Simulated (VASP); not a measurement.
# PbS (Fm-3m) in VASP: further runs

PbS is run at these levels: r2SCAN, revPBE+D3(BJ); tasks: single point.

All numbers are computed with VASP 6.6.1; they aren't measurements. Logs are shortened: lines on timing, memory, paths and dates and some standing lists are left out, and cuts for length are marked.

### 1 The cell of the first run

Symmetry: Fm-3m, No. 225, cubic system. Conventional cell: a = 5.974 Å, b = 5.974 Å, c = 5.974 Å, α = 90.00°, β = 90.00°, γ = 90.00°. Within 3.9 Å of Pb (site symmetry m-3m) lie 6 S at 2.99 Å. S (site symmetry m-3m) has 6 Pb at 2.99 Å within 3.9 Å.

### 2 Single point, r2SCAN

File POSCAR:

```
PbS
1.0
    0.0000000000      2.9872192919      2.9872192919
    2.9872192919      0.0000000000      2.9872192919
    2.9872192919      2.9872192919      0.0000000000
Pb S
1 1
Direct
    0.5000000000      0.5000000000      0.5000000000
    0.0000000000      0.0000000000      0.0000000000
```

File INCAR.step1:

```
SYSTEM = PbS
PREC     = Accurate       ! precision mode
ENCUT    = 520            ! plane-wave cutoff, eV
ISMEAR   = 0              ! smearing method
SIGMA    = 0.05           ! smearing width, eV
LREAL    = .FALSE.        ! projectors in reciprocal space
LASPH    = .TRUE.         ! aspherical terms in the spheres
NELM     = 60             ! most SCF steps
NBANDS   = 17             ! bands
GGA      = PE             ! functional
ALGO     = Normal         ! electronic algorithm
EDIFF    = 1E-4           ! SCF threshold, eV
LWAVE    = .TRUE.         ! write WAVECAR
LCHARG   = .FALSE.        ! write CHGCAR
```

File INCAR.step2:

```
SYSTEM = PbS
PREC     = Accurate       ! precision mode
ENCUT    = 520            ! plane-wave cutoff, eV
EDIFF    = 1E-6           ! SCF threshold, eV
ISMEAR   = 0              ! smearing method
SIGMA    = 0.05           ! smearing width, eV
LREAL    = .FALSE.        ! projectors in reciprocal space
LASPH    = .TRUE.         ! aspherical terms in the spheres
NELM     = 60             ! most SCF steps
ALGO     = Normal         ! electronic algorithm
ISIF     = 2              ! what is computed and relaxed
LWAVE    = .FALSE.        ! write WAVECAR
LCHARG   = .FALSE.        ! write CHGCAR
METAGGA  = R2SCAN         ! meta-GGA
LMIXTAU  = .TRUE.       
NBANDS   = 17             ! bands
ISTART   = 1
```

File KPOINTS:

```
Automatic mesh
0
G
  8 8 8
  0 0 0
```

Potentials or basis: VASP PAW PBE potentials, release 64 (Pb_d, S).

On the command line:

```bash
$ cat potpaw_PBE.64/Pb_d/POTCAR potpaw_PBE.64/S/POTCAR > POTCAR
$ cp INCAR.step1 INCAR
$ mpirun -np 1 vasp_std > vasp.out
$ cp INCAR.step2 INCAR
$ mpirun -np 1 vasp_std > vasp.out
```

OUTCAR:

```text
SYSTEM = PbS
   PREC = Accurate
   ENCUT = 520
   EDIFF = 1E-6
   ISMEAR = 0
   LREAL = .FALSE.
   LASPH = .TRUE.
   NELM = 60
   ISIF = 2
   METAGGA = R2SCAN
   ISTART = 1

 ion  position               nearest neighbor table
   1  0.500  0.500  0.500-   2 2.99   2 2.99   2 2.99   2 2.99   2 2.99   2 2.99
   2  0.000  0.000  0.000-   1 2.99   1 2.99   1 2.99   1 2.99   1 2.99   1 2.99

  LATTYP: Found a face centered cubic cell.
 ALAT       =     5.9744385838

  Lattice vectors:

 A1 = (   0.0000000000,   2.9872192919,   2.9872192919)
 A2 = (   2.9872192919,   0.0000000000,   2.9872192919)
 A3 = (   2.9872192919,   2.9872192919,   0.0000000000)

Analysis of symmetry for initial positions (statically):
=====================================================================
 Subroutine PRICEL returns:
 Original cell was already a primitive cell.

 Routine SETGRP: Setting up the symmetry group for a
 face centered cubic supercell.

 Subroutine GETGRP returns: Found 48 space group operations
 (whereof 48 operations were pure point group operations)
 out of a pool of 48 trial point group operations.

The static configuration has the point symmetry O_h .

Analysis of symmetry for dynamics (positions and initial velocities):
=====================================================================
 Subroutine PRICEL returns:
 Original cell was already a primitive cell.

 Routine SETGRP: Setting up the symmetry group for a
 face centered cubic supercell.

 Subroutine GETGRP returns: Found 48 space group operations
 (whereof 48 operations were pure point group operations)
 out of a pool of 48 trial point group operations.

The dynamic configuration has the point symmetry O_h .

 Subroutine INISYM returns: Found 48 space group operations
 (whereof 48 operations are pure point group operations),
 and found     1 'primitive' translations

----------------------------------------------------------------------------------------

                                     Primitive cell

  volume of cell :      53.3128

  direct lattice vectors                    reciprocal lattice vectors
     0.000000000  2.987219292  2.987219292    -0.167379744  0.167379744  0.167379744
     2.987219292  0.000000000  2.987219292     0.167379744 -0.167379744  0.167379744
     2.987219292  2.987219292  0.000000000     0.167379744  0.167379744 -0.167379744

  length of vectors
     4.224566036  4.224566036  4.224566036     0.289910221  0.289910221  0.289910221

  position of ions in fractional coordinates (direct lattice)
     0.500000000  0.500000000  0.500000000
     0.000000000  0.000000000  0.000000000

  ion indices of the primitive-cell ions
   primitive index   ion index
                 1           1
                 2           2

----------------------------------------------------------------------------------------

 KPOINTS: Automatic mesh

Automatic generation of k-mesh.
 Grid dimensions read from file:
 generate k-points for:    8    8    8

 Generating k-lattice:

  Cartesian coordinates                     Fractional coordinates (reciprocal lattice)
    -0.020922468  0.020922468  0.020922468     0.125000000  0.000000000  0.000000000
     0.020922468 -0.020922468  0.020922468     0.000000000  0.125000000  0.000000000
     0.020922468  0.020922468 -0.020922468     0.000000000  0.000000000  0.125000000

  Length of vectors
     0.036238778  0.036238778  0.036238778

  Shift w.r.t. Gamma in fractional coordinates (k-lattice)
     0.000000000  0.000000000  0.000000000

 Subroutine IBZKPT returns following result:
 ===========================================

 Found     29 irreducible k-points:

 Following reciprocal coordinates:
            Coordinates               Weight
  0.000000  0.000000  0.000000      1.000000
  0.125000  0.000000  0.000000      8.000000
  0.250000  0.000000  0.000000      8.000000
  0.375000  0.000000  0.000000      8.000000
  0.500000  0.000000  0.000000      4.000000
  0.125000  0.125000  0.000000      6.000000
[... 16 lines left out ...]
  0.500000  0.250000  0.125000     48.000000
 -0.375000  0.250000  0.125000     24.000000
 [... further k-points ...]
   k-points           NKPTS =     29   k-points in BZ     NKDIM =     29   number of bands    NBANDS=     17
   number of dos      NEDOS =    301   number of ions     NIONS =      2
   total plane-waves  NPLWV =  32768
   dimension x,y,z NGX =    32 NGY =   32 NGZ =   32
   dimension x,y,z NGXF=    64 NGYF=   64 NGZF=   64
   ions per type =               1   1
   NGX,Y,Z   is equivalent  to a cutoff of  12.59, 12.59, 12.59 a.u.
   NGXF,Y,Z  is equivalent  to a cutoff of  25.19, 25.19, 25.19 a.u.
 SYSTEM =  PbS
   PREC   = accura    normal or accurate (medium, high low for compatibility)
   ISTART =      1    job   : 0-new  1-cont  2-samecut
   ICHARG =      0    charge: 1-file 2-atom 10-const
   ISPIN  =      1    spin polarized calculation?
   LNONCOLLINEAR =      F non collinear calculations
   LSORBIT =      F    spin-orbit coupling
   LASPH  =      T    aspherical Exc in radial PAW
   ENCUT  =  520.0 eV  38.22 Ry    6.18 a.u.   7.85  7.85  7.85*2*pi/ulx,y,z
   NELM   =     60;   NELMIN=  2; NELMDL=  0     # of ELM steps
   EDIFF  = 0.1E-05   stopping-criterion for ELM
   LREAL  =      F    real-space projection
   EDIFFG = 0.1E-04   stopping-criterion for IOM
   NSW    =      0    number of steps for IOM
   IBRION =     -1    ionic relax: 0-MD 1-quasi-New 2-CG
   NFREE  =      0    steps in history (QN), initial steepest desc. (CG)
   ISIF   =      2    stress and relaxation
   ISYM   =      2    0-nonsym 1-usesym 2-fastsym
   POTIM  = 0.5000    time-step for ionic-motion
   TEBEG  =    0.0;   TEEND  =   0.0 temperature during run
   PSTRESS=    0.0 pullay stress
   NELECT =      20.0000    total number of electrons
   NUPDOWN=      -1.0000    fix difference up-down
   EMIN   =  10.00;   EMAX   =-10.00  energy-range for DOS
   EFERMI =   0.00;   METHOD = LEGACY
   ISMEAR =     0;   SIGMA  =   0.05  broadening in eV -4-tet -1-fermi 0-gaus
   EFERMI_NEDOS =   21; number of points for ismear=-14 and -15
   IALGO  =     38    algorithm
   IMIX   =      4    mixing-type and parameters
     AMIX     =   0.40;   BMIX     =  1.00
     AMIX_MAG =   1.60;   BMIX_MAG =  1.00
  volume/ion in A,a.u.               =      26.66       179.89
  Fermi-wavevector in a.u.,A,eV,Ry     =   1.180704  2.231207 18.967366  1.394062
  Thomas-Fermi vector in A             =   2.316991
   LORBIT       =      0    0 simple, 1 ext, 2 COOP (PROOUT), +10 PAW based schemes
   METAGGA = R2SCAN    functional components
   LHFCALC =     F    Hartree Fock is set to
   AEXX    =    0.0000 exact exchange contribution
   IVDW    =     0    specifies the selected vdW correction
   LEPSILON=     F    determine dielectric tensor
   LRPA    =     F    only Hartree local field effects (RPA)
 non-spin polarized calculation
 Gauss-broadening in eV      SIGMA  =   0.05
  energy-cutoff  :      520.00
  volume of cell :       53.31
 maximum number of plane-waves:      1459
   NGX = 15   NGY = 15   NGZ = 15

 number of electron      20.0000001 magnetization

 Free energy of the ion-electron system (eV)
  ---------------------------------------------------
  ext. energy  EPLUGINS =         0.00000000
  ---------------------------------------------------
  free energy    TOTEN  =       -65.61220552 eV

  energy without entropy =      -65.61220552  energy(sigma->0) =      -65.61220552

 E-fermi :   5.6128     XC(G=0): -10.1461

 val. band max:        5.3962661184   @ k =   0.5000   0.0000   0.0000
 cond. band min:       6.0983910701   @ k =   0.5000   0.0000   0.0000
 fundamental gap:      0.7021249517
 Fermi energy:         5.6128313366

 k-point     1 :       0.0000    0.0000    0.0000
  band No.  band energies     occupation
      1     -12.0013      2.00000
      2     -12.0013      2.00000
      3     -12.0013      2.00000
      4     -11.9846      2.00000
      5     -11.9846      2.00000
      6      -8.5984      2.00000
[... 9 lines left out ...]
     16      12.6080      0.00000
     17      14.5322      0.00000

 k-point     2 :       0.1250    0.0000    0.0000
  band No.  band energies     occupation
      1     -12.0005      2.00000
      2     -11.9984      2.00000
      3     -11.9984      2.00000
      4     -11.9857      2.00000
      5     -11.9857      2.00000
      6      -8.4672      2.00000
[... 9 lines left out ...]
     16      12.9808      0.00000
     17      15.7505      0.00000

 k-point     3 :       0.2500    0.0000    0.0000
  band No.  band energies     occupation
      1     -12.0040      2.00000
      2     -12.0040      2.00000
      3     -11.9991      2.00000
      4     -11.9759      2.00000
      5     -11.9759      2.00000
      6      -8.1052      2.00000
[... 9 lines left out ...]
     16      13.8532      0.00000
     17      17.7691      0.00000

 k-point     4 :       0.3750    0.0000    0.0000
  band No.  band energies     occupation
      1     -12.0137      2.00000
      2     -12.0137      2.00000
      3     -11.9982      2.00000
      4     -11.9619      2.00000
      5     -11.9619      2.00000
      6      -7.6431      2.00000
[... 9 lines left out ...]
     16      15.1112      0.00000
     17      17.6852      0.00000
[... 343 lines left out ...]
      1     -12.0329      2.00000
      2     -12.0044      2.00000
      3     -11.9916      2.00000
      4     -11.9746      2.00000
      5     -11.9655      2.00000
      6      -7.7921      2.00000
[... 9 lines left out ...]
     16      15.8062      0.00000
     17      16.1028      0.00000

 k-point    23 :       0.5000    0.2500    0.1250
  band No.  band energies     occupation
      1     -12.0484      2.00000
      2     -11.9996      2.00000
      3     -11.9942      2.00000
      4     -11.9699      2.00000
      5     -11.9594      2.00000
      6      -7.3818      2.00000
[... 9 lines left out ...]
     16      16.1998      0.00000
     17      17.2691      0.00000

 k-point    24 :      -0.3750    0.2500    0.1250
  band No.  band energies     occupation
      1     -12.0541      2.00000
      2     -12.0023      2.00000
      3     -11.9863      2.00000
      4     -11.9746      2.00000
      5     -11.9552      2.00000
      6      -7.1782      2.00000
[... 9 lines left out ...]
     16      16.8550      0.00000
     17      17.1927      0.00000

 [... further k-points ...]
[... 5 lines left out ...]
  --------------------------------------------------------------------------------------
  -------------------------------------------------------------------------------------
  Total       -0.0076189     -0.0076189     -0.0076189      0.0000000      0.0000000     -0.0000000
  in kB       -0.2289649     -0.2289649     -0.2289649      0.0000000      0.0000000     -0.0000000
  external PRESSURE =      -0.2289649 kB  Pullay stress =       0.0000000 kB

 VOLUME and BASIS-vectors are now :
 -----------------------------------------------------------------------------
  energy-cutoff  :      520.00
  volume of cell :       53.31
      direct lattice vectors                 reciprocal lattice vectors
     0.000000000  2.987219292  2.987219292    -0.167379744  0.167379744  0.167379744
     2.987219292  0.000000000  2.987219292     0.167379744 -0.167379744  0.167379744
     2.987219292  2.987219292  0.000000000     0.167379744  0.167379744 -0.167379744

 POSITION                                       TOTAL-FORCE (eV/Angst)
 -----------------------------------------------------------------------------------
      2.98722      2.98722      2.98722         0.000000      0.000000      0.000000
      0.00000      0.00000      0.00000        -0.000000      0.000000      0.000000
 -----------------------------------------------------------------------------------
    total drift:                                0.000000     -0.000000      0.000000

  FREE ENERGIE OF THE ION-ELECTRON SYSTEM (eV)
  ---------------------------------------------------
  free  energy   TOTEN  =       -65.6122055247 eV

  energy  without entropy=      -65.6122055247  energy(sigma->0) =      -65.61220552
```

Run time: 45 s. Hardware: 1 thread of Intel Xeon 6975P-C (Granite Rapids), shared host; peak memory 0.19 GiB.

Results:

```yaml
Free_energy: -65.6122 eV
Pressure: 0.0 GPa
Band_gap_on_the_k_mesh: 0.70 eV, direct
```

Levels at points of the mesh, in eV from the valence-band top:
```csv
k point,band 8,band 9,band 10,band 11,band 12,band 13
"(0.00, 0.00, 0.00)",-2.20,-2.20,-2.20,5.51,5.51,5.51
"(0.50, 0.00, 0.00)",-1.81,-1.81,0.00,0.70,2.25,2.25
"(0.50, 0.50, 0.00)",-5.18,-3.45,-3.45,4.26,5.95,6.02
```

Caveat: the PAW data sets were made with another functional, which shifts forces and pressure a little; spin-orbit coupling is left out, which moves the levels of the heavy elements. A k mesh can miss the band edges.

[end of part 1 of 2]
